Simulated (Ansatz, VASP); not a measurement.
CoSi in VASP and in Ansatz

```
CELL_PARAMETERS angstrom
4.34040 0.00000 0.00000
0.00000 4.34040 0.00000
0.00000 0.00000 4.34040
ATOMIC_POSITIONS crystal
Co 0.14692 0.14692 0.14692
Co 0.35308 0.85308 0.64692
Co 0.64692 0.35308 0.85308
Co 0.85308 0.64692 0.35308
Si 0.84390 0.84390 0.84390
Si 0.65610 0.15610 0.34390
Si 0.34390 0.65610 0.15610
Si 0.15610 0.34390 0.65610
```

Alike in both runs: functional PBE; k mesh 8 × 8 × 8; occupations gaussian, width 0.1 eV; no spin polarisation.

Ansatz relaxed the structure, and its values are those at the end. VASP's run is a single point on that final structure, the one shown.

```csv
,VASP,Ansatz
version,VASP 6.6.1,Ansatz 0.2.0
potentials or method,"VASP PAW PBE potentials, release 64 (Co, Si), cutoff 520 eV","scalar-relativistic, plane waves, PAW"
valence electrons in the cell,52,84
```

VASP gave:

| Property | Result |
| --- | --- |
| gap on the k mesh at the Fermi level (eV) | none |
| pressure (GPa) | 15.6 |

Task: Estimate Ansatz's values.

Result: gap on the k mesh at the Fermi level (eV): none; pressure (GPa): 15.7.

A gap of «none» marks a metal or a gap that the smearing closes. With one functional, cell and mesh, what is left measures potentials, basis and numerics. VASP's potentials hold 52 valence electrons a cell and Ansatz's 84, so a difference there can come from the potentials and not from the codes. Ansatz's warnings: stress scf threshold loose.
